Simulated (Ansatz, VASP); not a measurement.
## CaO in VASP and in Ansatz

INCAR

```
  ALGO = Normal
  EDIFF = 1E-7
  ENCUT = 520
  ISIF = 2
  ISMEAR = 0
  LASPH = T
  LCHARG = F
  LREAL = F
  LWAVE = F
  NBANDS = 15
  NELM = 80
  PREC = Accurate
  SIGMA = 0.01
```

Contents of KPOINTS:

```
k-points
0
Gamma
  8 8 8
```

File POSCAR:

```
CaO
1.0
    2.3312020207      2.3312020207      0.0000000000
   -2.3312020207      2.3312020207      0.0000000000
    0.0000000000      2.3312020207      2.3312020207
Ca O
1 1
Direct
    0.0000000000      0.0000000000      0.0000000000
    0.5000000000      0.5000000000      0.0000000000
```

Input for Ansatz:

```yaml
crystal:
  lattice:
    - [2.33120202066, 2.33120202066, 0.0]
    - [-2.33120202066, 2.33120202066, 0.0]
    - [0.0, 2.33120202066, 2.33120202066]
  atoms:
    - { symbol: Ca, position: [0.0, 0.0, 0.0] }
    - { symbol: O, position: [0.5, 0.5, 0.0] }
kpoints:
  mp_grid: { grid: [8, 8, 8] }
scf:
  occupations: { method: fixed }
  convergence: { dr2_threshold: 1.0e-10 }
hamiltonian:
  xc: lda
  pseudopotentials: { kind: all_electron, lapw: { basis_error: 0.0005 } }
output:
  forces: true
  stress: true
  eigenstates:
    kpoints:
      - [0.0, 0.0, 0.0]
      - [-0.5, 0.5, 0.0]
      - [-0.5, -0.5, -0.5]
      - [0.0, 0.0, -0.5]
      - [0.0, -0.5, -0.5]
      - [0.0, 0.5, 0.0]
      - [-0.5, 0.0, 0.0]
      - [-0.5, 0.0, -0.5]
  eigenvalues: true
```

Alike in both runs: task single point; functional LDA; k mesh 8 × 8 × 8; no spin polarisation.

```csv
,VASP,Ansatz
version,VASP 6.6.1,Ansatz 0.2.0
potentials or method,"VASP PAW LDA potentials, release 64 (Ca_sv, O), cutoff 520 eV","all-electron LAPW, scalar-relativistic"
occupations,"gaussian, width 0.01 eV",fixed
```

|  | VASP | Ansatz | Ansatz less VASP |
| --- | --- | --- | --- |
| gap on the k mesh at the Fermi level (eV) | 3.39 | 3.42 | +0.028 |
| pressure (GPa) | 5.1 | 4.0 | -1.08 |

LDA's correlation is that of Perdew and Zunger in VASP and of Perdew and Wang (1992) in Ansatz. Ansatz ran all-electron here, and VASP with PAW potentials.
